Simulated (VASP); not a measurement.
# ZrB: single point with r2SCAN+rVV10

Crystal: ZrB.

```
Zr B
1.0
     0.00000    2.30940    2.30940
     2.30940    0.00000    2.30940
     2.30940    2.30940    0.00000
Zr B
1 1
Direct
  0.00000 0.00000 0.00000
  0.50000 0.50000 0.50000
```

```json
{
 "Program": "VASP 6.6.1",
 "Task": "single point",
 "Functional": "r2SCAN",
 "Dispersion": "rVV10",
 "Potentials or basis": "VASP PAW PBE potentials, release 64 (Zr_sv, B)",
 "Cutoff": "520 eV",
 "k mesh": "10 × 10 × 10",
 "Occupations": "methfessel-paxton, width 0.05 eV",
 "Spin": "no spin polarisation",
 "Dipole correction": "no",
 "Further INCAR settings": "ALGO = Normal; EDIFF = 1e-06; NBANDS = 14"
}
```

```
Pressure : 41.7 GPa
```

Levels at points of the mesh, in eV from the Fermi level:
| k point | band 6 | band 7 | band 8 | band 9 | band 10 | band 11 |
| --- | --- | --- | --- | --- | --- | --- |
| (0.00, 0.00, 0.00) | 2.20 | 2.20 | 2.20 | 3.96 | 3.96 | 4.06 |
| (0.50, 0.00, 0.00) | -3.94 | -1.53 | -1.53 | 6.32 | 6.32 | 8.07 |
| (0.50, 0.50, 0.00) | -1.14 | -0.34 | 2.73 | 2.73 | 5.84 | 7.56 |

Run time: 64 s on 1 thread of Intel(R) Xeon(R) 6975P-C (Granite Rapids), on a shared host, peak memory 0.22 GiB.

Caveat: the PAW data sets were made with another functional, which shifts forces and pressure a little.
